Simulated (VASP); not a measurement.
Wanted: the native input for a VASP 6.6.1 run.

| Item | Value |
| --- | --- |
| Task | single point |
| Functional | RPBE |
| Dispersion | D4 |
| Potentials or basis | VASP PAW PBE potentials, release 64 (W_sv, Si) |
| Cutoff | 520 eV |
| k mesh | 12 × 12 × 12 |
| Occupations | fermi-dirac, width 0.05 eV |
| Spin | no spin polarisation |
| Dipole correction | no |
| Further INCAR settings | ALGO = Normal; EDIFF = 1e-06; NBANDS = 18 |

The structure of Si2W lies in POSCAR:

```
Si2W
1.0
   -1.5901873705      1.5901873705      3.8913325831
    1.5901873705     -1.5901873705      3.8913325831
    1.5901873705      1.5901873705     -3.8913325831
W Si
1 2
Direct
    0.0000000000      0.0000000000      0.0000000000
    0.6662767592      0.6662767592      0.0000000000
    0.3337232408      0.3337232408      0.0000000000
```

One way to write it, as run:

INCAR

```
SYSTEM = Si2W
  ALGO = Normal
  EDIFF = 1E-6
  ENCUT = 520
  GGA = RP
  ISIF = 2
  ISMEAR = -1
  IVDW = 13
  LASPH = .True.
  LCHARG = .False.
  LREAL = .False.
  LWAVE = .False.
  NBANDS = 18
  NELM = 100
  PREC = Accurate
  SIGMA = 0.05
```

KPOINTS

```
k-points
0
Gamma
  12 12 12
  0 0 0
```

Potentials or basis: VASP PAW PBE potentials, release 64 (W_sv, Si).

Launch:

```sh
$ cat potpaw_PBE.64/W_sv/POTCAR potpaw_PBE.64/Si/POTCAR > POTCAR
$ mpirun -np 1 vasp_std > vasp.out
```

Results of the run:

```json
{
  "Pressure": "-0.3 GPa",
  "Largest force": "0.013 eV/Å",
  "Band gap on the k mesh": "zero (bands 11 and 12 overlap by 1.40 eV)",
  "Dispersion energy per atom": "-1.128 eV"
}
```

Caveat: the dispersion term is far too large for a dense solid, which distorts pressure and volume; the PAW data sets were made with another functional, which shifts forces and pressure a little; spin-orbit coupling is left out, which moves the levels of the heavy elements.

Run time: 2.4 min on 1 thread of Intel Xeon 8259CL (shared host), peak memory 0.28 GiB.
